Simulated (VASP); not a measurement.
Wanted: the native input for a VASP 6.6.1 run.

```
Task                   : single point
Functional             : PBE
Potentials or basis    : VASP PAW PBE potentials, release 64 (Na_pv, F)
Cutoff                 : 520 eV
k mesh                 : 8 × 8 × 8
Occupations            : fermi-dirac, width 0.02 eV
Spin                   : no spin polarisation
Dipole correction      : no
Further INCAR settings : ALGO = Normal; EDIFF = 1e-06; NBANDS = 14
```

The structure of NaF lies in POSCAR:

```
NaF
1.0
    0.0000000000      2.2858943317      2.2858943317
    2.2858943317      0.0000000000      2.2858943317
    2.2858943317      2.2858943317      0.0000000000
Na F
1 1
Direct
    0.0000000000      0.0000000000      0.0000000000
    0.4999999274      0.4999999274      0.4999999274
```

The input as run:

INCAR

```
SYSTEM = NaF
ALGO     = Normal         ! electronic algorithm
EDIFF    = 1E-6           ! SCF threshold, eV
ENCUT    = 520            ! plane-wave cutoff, eV
GGA      = PE             ! functional
ISIF     = 2              ! what is computed and relaxed
ISMEAR   = -1             ! smearing method
LASPH    = .TRUE.         ! aspherical terms in the spheres
LCHARG   = .FALSE.        ! write CHGCAR
LREAL    = .FALSE.        ! projectors in reciprocal space
LWAVE    = .FALSE.        ! write WAVECAR
NBANDS   = 14             ! bands
NELM     = 60             ! most SCF steps
PREC     = Accurate       ! precision mode
SIGMA    = 0.02           ! smearing width, eV
```

KPOINTS

```
k-points
0
G
  8 8 8
  0 0 0
```

Potentials or basis: VASP PAW PBE potentials, release 64 (Na_pv, F).

Launch:

```sh
$ cat potpaw_PBE.64/Na_pv/POTCAR potpaw_PBE.64/F/POTCAR > POTCAR
$ mpirun -np 1 vasp_std > vasp.out
```

Results of the run:

```yaml
Pressure: 4.4 GPa
Band_gap_on_the_k_mesh: 6.52 eV, direct
```

Run time: 5.1 s on 1 thread of AMD EPYC 9R45 96-Core Processor (Zen 5), on a shared host, peak memory 0.1 GiB.
